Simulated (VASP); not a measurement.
# HfO2 in VASP: notebook

The runs below take HfO2 through electric field gradients, with PBE.

All numbers are computed with VASP 6.6.1; they aren't measurements. Logs are shortened: lines on timing, memory, paths and dates and some standing lists are left out, and cuts for length are marked.

### 1 The cell of the first run

The structure is cubic, space group Fm-3m (No. 225). The conventional cell has a = 5.182 Å, b = 5.182 Å, c = 5.182 Å, α = 90.00°, β = 90.00°, γ = 90.00°. Within 3.0 Å of Hf (site symmetry m-3m) lie 8 O at 2.24 Å. O (site symmetry -43m) has 4 Hf at 2.24 Å and 6 O at 2.59 Å within 3.0 Å.

### 2 Electric field gradients, PBE (volume scaled by 1.04)

File INCAR:

```
SYSTEM = HfO2
PREC     = Accurate       ! precision mode
ENCUT    = 520            ! plane-wave cutoff, eV
EDIFF    = 1E-8           ! SCF threshold, eV
ISMEAR   = -1             ! smearing method
SIGMA    = 0.01           ! smearing width, eV
LREAL    = .False.        ! projectors in reciprocal space
LASPH    = .True.         ! aspherical terms in the spheres
NELM     = 80             ! most SCF steps
ALGO     = Normal         ! electronic algorithm
ISIF     = 2              ! what is computed and relaxed
LWAVE    = .False.        ! write WAVECAR
LCHARG   = .False.        ! write CHGCAR
GGA      = PE             ! functional
LEFG     = .True.       
NBANDS   = 18             ! bands
```

File KPOINTS:

```
Automatic mesh
0
Gamma
  9 9 9
  0 0 0
```

File POSCAR:

```
HfO2
1.0
    0.0000000000      2.5911551753      2.5911551753
    2.5911551753      0.0000000000      2.5911551753
    2.5911551753      2.5911551753      0.0000000000
Hf O
1 2
Direct
    0.0000000000      0.0000000000      0.0000000000
    0.2500000000      0.2500000000      0.2500000000
    0.7500000000      0.7500000000      0.7500000000
```

Potentials or basis: VASP PAW PBE potentials, release 64 (Hf_pv, O).

Started as:

```bash
cat potpaw_PBE.64/Hf_pv/POTCAR potpaw_PBE.64/O/POTCAR > POTCAR
mpirun -np 1 vasp_std > vasp.out
```

OUTCAR:

```text
SYSTEM = HfO2
   PREC = Accurate
   ENCUT = 520
   EDIFF = 1E-8
   ISMEAR = -1
   LREAL = .False.
   LASPH = .True.
   NELM = 80
   ISIF = 2
   GGA = PE

 ion  position               nearest neighbor table
   1  0.000  0.000  0.000-   3 2.24   3 2.24   3 2.24   2 2.24   3 2.24   2 2.24   2 2.24   2 2.24

   2  0.250  0.250  0.250-   1 2.24   1 2.24   1 2.24   1 2.24
   3  0.750  0.750  0.750-   1 2.24   1 2.24   1 2.24   1 2.24

  LATTYP: Found a face centered cubic cell.
 ALAT       =     5.1823103506

  Lattice vectors:

 A1 = (   0.0000000000,   2.5911551753,   2.5911551753)
 A2 = (   2.5911551753,   0.0000000000,   2.5911551753)
 A3 = (   2.5911551753,   2.5911551753,   0.0000000000)

Analysis of symmetry for initial positions (statically):
=====================================================================
 Subroutine PRICEL returns:
 Original cell was already a primitive cell.

 Routine SETGRP: Setting up the symmetry group for a
 face centered cubic supercell.

 Subroutine GETGRP returns: Found 48 space group operations
 (whereof 48 operations were pure point group operations)
 out of a pool of 48 trial point group operations.

The static configuration has the point symmetry O_h .

Analysis of symmetry for dynamics (positions and initial velocities):
=====================================================================
 Subroutine PRICEL returns:
 Original cell was already a primitive cell.

 Routine SETGRP: Setting up the symmetry group for a
 face centered cubic supercell.

 Subroutine GETGRP returns: Found 48 space group operations
 (whereof 48 operations were pure point group operations)
 out of a pool of 48 trial point group operations.

The dynamic configuration has the point symmetry O_h .

 Subroutine INISYM returns: Found 48 space group operations
 (whereof 48 operations are pure point group operations),
 and found     1 'primitive' translations

----------------------------------------------------------------------------------------

                                     Primitive cell

  volume of cell :      34.7945

  direct lattice vectors                    reciprocal lattice vectors
     0.000000000  2.591155175  2.591155175    -0.192964128  0.192964128  0.192964128
     2.591155175  0.000000000  2.591155175     0.192964128 -0.192964128  0.192964128
     2.591155175  2.591155175  0.000000000     0.192964128  0.192964128 -0.192964128

  length of vectors
     3.664446791  3.664446791  3.664446791     0.334223674  0.334223674  0.334223674

  position of ions in fractional coordinates (direct lattice)
     0.000000000  0.000000000  0.000000000
     0.250000000  0.250000000  0.250000000
     0.750000000  0.750000000  0.750000000

  ion indices of the primitive-cell ions
   primitive index   ion index
                 1           1
                 2           2
                 3           3

----------------------------------------------------------------------------------------

 KPOINTS: Automatic mesh

Automatic generation of k-mesh.
 Grid dimensions read from file:
 generate k-points for:    9    9    9

 Generating k-lattice:

  Cartesian coordinates                     Fractional coordinates (reciprocal lattice)
    -0.021440459  0.021440459  0.021440459     0.111111111  0.000000000  0.000000000
     0.021440459 -0.021440459  0.021440459     0.000000000  0.111111111  0.000000000
     0.021440459  0.021440459 -0.021440459     0.000000000  0.000000000  0.111111111

  Length of vectors
     0.037135964  0.037135964  0.037135964

  Shift w.r.t. Gamma in fractional coordinates (k-lattice)
     0.000000000  0.000000000  0.000000000

 Subroutine IBZKPT returns following result:
 ===========================================

 Found     35 irreducible k-points:

 Following reciprocal coordinates:
            Coordinates               Weight
  0.000000  0.000000  0.000000      1.000000
  0.111111  0.000000  0.000000      8.000000
  0.222222  0.000000  0.000000      8.000000
  0.333333  0.000000  0.000000      8.000000
  0.444444  0.000000  0.000000      8.000000
  0.111111  0.111111  0.000000      6.000000
[... 16 lines left out ...]
 -0.333333  0.333333  0.000000     12.000000
  0.444444  0.444444  0.000000      6.000000
 [... further k-points ...]
   k-points           NKPTS =     35   k-points in BZ     NKDIM =     35   number of bands    NBANDS=     18
   number of dos      NEDOS =    301   number of ions     NIONS =      3
   total plane-waves  NPLWV =  21952
   dimension x,y,z NGX =    28 NGY =   28 NGZ =   28
   dimension x,y,z NGXF=    56 NGYF=   56 NGZF=   56
   ions per type =               1   2
   NGX,Y,Z   is equivalent  to a cutoff of  12.70, 12.70, 12.70 a.u.
   NGXF,Y,Z  is equivalent  to a cutoff of  25.41, 25.41, 25.41 a.u.
 SYSTEM =  HfO2
   PREC   = accura    normal or accurate (medium, high low for compatibility)
   ISTART =      0    job   : 0-new  1-cont  2-samecut
   ICHARG =      2    charge: 1-file 2-atom 10-const
   ISPIN  =      1    spin polarized calculation?
   LNONCOLLINEAR =      F non collinear calculations
   LSORBIT =      F    spin-orbit coupling
   LASPH  =      T    aspherical Exc in radial PAW
   ENCUT  =  520.0 eV  38.22 Ry    6.18 a.u.   6.81  6.81  6.81*2*pi/ulx,y,z
   NELM   =     80;   NELMIN=  2; NELMDL= -5     # of ELM steps
   EDIFF  = 0.1E-07   stopping-criterion for ELM
   LREAL  =      F    real-space projection
   EDIFFG = 0.1E-06   stopping-criterion for IOM
   NSW    =      0    number of steps for IOM
   IBRION =     -1    ionic relax: 0-MD 1-quasi-New 2-CG
   NFREE  =      0    steps in history (QN), initial steepest desc. (CG)
   ISIF   =      2    stress and relaxation
   ISYM   =      2    0-nonsym 1-usesym 2-fastsym
   POTIM  = 0.5000    time-step for ionic-motion
   TEBEG  =    0.0;   TEEND  =   0.0 temperature during run
   PSTRESS=    0.0 pullay stress
   NELECT =      22.0000    total number of electrons
   NUPDOWN=      -1.0000    fix difference up-down
   EMIN   =  10.00;   EMAX   =-10.00  energy-range for DOS
   EFERMI =   0.00;   METHOD = LEGACY
   ISMEAR =    -1;   SIGMA  =   0.01  broadening in eV -4-tet -1-fermi 0-gaus
   EFERMI_NEDOS =   21; number of points for ismear=-14 and -15
   IALGO  =     38    algorithm
   IMIX   =      4    mixing-type and parameters
     AMIX     =   0.40;   BMIX     =  1.00
     AMIX_MAG =   1.60;   BMIX_MAG =  1.00
  volume/ion in A,a.u.               =      11.60        78.27
  Fermi-wavevector in a.u.,A,eV,Ry     =   1.405116  2.655285 26.862691  1.974352
  Thomas-Fermi vector in A             =   2.527610
   LORBIT       =      0    0 simple, 1 ext, 2 COOP (PROOUT), +10 PAW based schemes
   GGA     = PE    functional components
   LHFCALC =     F    Hartree Fock is set to
   AEXX    =    0.0000 exact exchange contribution
   IVDW    =     0    specifies the selected vdW correction
   LEPSILON=     F    determine dielectric tensor
   LRPA    =     F    only Hartree local field effects (RPA)
 non-spin polarized calculation
  energy-cutoff  :      520.00
  volume of cell :       34.79
 maximum number of plane-waves:       954
   NGX = 13   NGY = 13   NGZ = 13

 number of electron      21.9999997 magnetization

 Free energy of the ion-electron system (eV)
  ---------------------------------------------------
  ext. energy  EPLUGINS =         0.00000000
  ---------------------------------------------------
  free energy    TOTEN  =       -30.15004781 eV

  energy without entropy =      -30.15004781  energy(sigma->0) =      -30.15004781

 E-fermi :   3.9005     XC(G=0): -11.4908

 val. band max:        3.6841953271   @ k =  -0.4444   0.4444   0.0000
 cond. band min:       7.4048270995   @ k =   0.4444   0.4444   0.0000
 fundamental gap:      3.7206317725
 Fermi energy:         3.9004876880

 k-point     1 :       0.0000    0.0000    0.0000
  band No.  band energies     occupation
      1     -26.2646      2.00000
      2     -26.2646      2.00000
      3     -26.2646      2.00000
      4     -14.6015      2.00000
      5     -11.8888      2.00000
      6      -1.2215      2.00000
[... 10 lines left out ...]
     17      13.3450      0.00000
     18      16.8353      0.00000
[... 463 lines left out ...]
 k-point    24 :       0.4444    0.4444    0.0000
  band No.  band energies     occupation
      1     -26.5883      2.00000
      2     -26.3531      2.00000
      3     -26.3531      2.00000
      4     -12.9726      2.00000
      5     -12.8392      2.00000
      6      -2.1972      2.00000
[... 10 lines left out ...]
     17      15.0930      0.00000
     18      16.7859      0.00000

 [... further k-points ...]
[... 5 lines left out ...]
  --------------------------------------------------------------------------------------
  -------------------------------------------------------------------------------------
  Total       -3.0707396     -3.0707396     -3.0707396      0.0000000      0.0000000      0.0000000
  in kB     -141.3980159   -141.3980159   -141.3980159      0.0000000      0.0000000      0.0000000
  external PRESSURE =    -141.3980159 kB  Pullay stress =       0.0000000 kB

 VOLUME and BASIS-vectors are now :
 -----------------------------------------------------------------------------
  energy-cutoff  :      520.00
  volume of cell :       34.79
      direct lattice vectors                 reciprocal lattice vectors
     0.000000000  2.591155175  2.591155175    -0.192964128  0.192964128  0.192964128
     2.591155175  0.000000000  2.591155175     0.192964128 -0.192964128  0.192964128
     2.591155175  2.591155175  0.000000000     0.192964128  0.192964128 -0.192964128

 POSITION                                       TOTAL-FORCE (eV/Angst)
 -----------------------------------------------------------------------------------
      0.00000      0.00000      0.00000         0.000000      0.000000     -0.000000
      1.29558      1.29558      1.29558         0.000000      0.000000      0.000000
      3.88673      3.88673      3.88673        -0.000000     -0.000000     -0.000000
 -----------------------------------------------------------------------------------
    total drift:                                0.000000      0.000000      0.000000

  FREE ENERGIE OF THE ION-ELECTRON SYSTEM (eV)
  ---------------------------------------------------
  free  energy   TOTEN  =       -30.1500478105 eV

  energy  without entropy=      -30.1500478105  energy(sigma->0) =      -30.15004781

 Electric field gradients (V/A^2)
---------------------------------------------------------------------
 ion       V_xx      V_yy      V_zz      V_xy      V_xz      V_yz
---------------------------------------------------------------------
   1       0.000    -0.000     0.000    -0.000    -0.000    -0.000
   2      -0.000     0.000     0.000     0.000     0.000     0.000
   3      -0.000     0.000     0.000     0.000     0.000     0.000
---------------------------------------------------------------------

 Electric field gradients after diagonalization (V/A^2)
 (convention: |V_zz| > |V_xx| > |V_yy|)
----------------------------------------------------------------------
 ion       V_xx      V_yy      V_zz     asymmetry (V_yy - V_xx)/ V_zz
----------------------------------------------------------------------
   1       0.000     0.000    -0.001       0.000
   2      -0.000    -0.000     0.000       0.000
   3      -0.000    -0.000     0.000       0.000
----------------------------------------------------------------------

           NMR quadrupolar parameters

 Cq : quadrupolar parameter    Cq=e*Q*V_zz/h
 eta: asymmetry parameters     (V_yy - V_xx)/ V_zz
 Q  : nuclear electric quadrupole moment in mb (millibarn)
----------------------------------------------------------------------
 ion       Cq(MHz)       eta       Q (mb)
----------------------------------------------------------------------
   1      -0.000       0.000       1.000
   2       0.000       0.000       1.000
   3       0.000       0.000       1.000
----------------------------------------------------------------------
```

Wall time 14 s (1 thread of Intel Xeon 6975P-C (Granite Rapids), shared host); peak memory 0.16 GiB.

Results:

```yaml
Free_energy: -30.1500 eV
Pressure: -14.1 GPa
Band_gap_on_the_k_mesh: 3.72 eV, indirect (least direct gap 3.83 eV)
```

Caveat: without QUAD_EFG the Cq values of the log hold for a quadrupole moment of 1 mb, not for the nuclei; spin-orbit coupling is left out, which moves the levels of the heavy elements. A k mesh can miss the band edges.

(Part 1 of 2 ends here.)
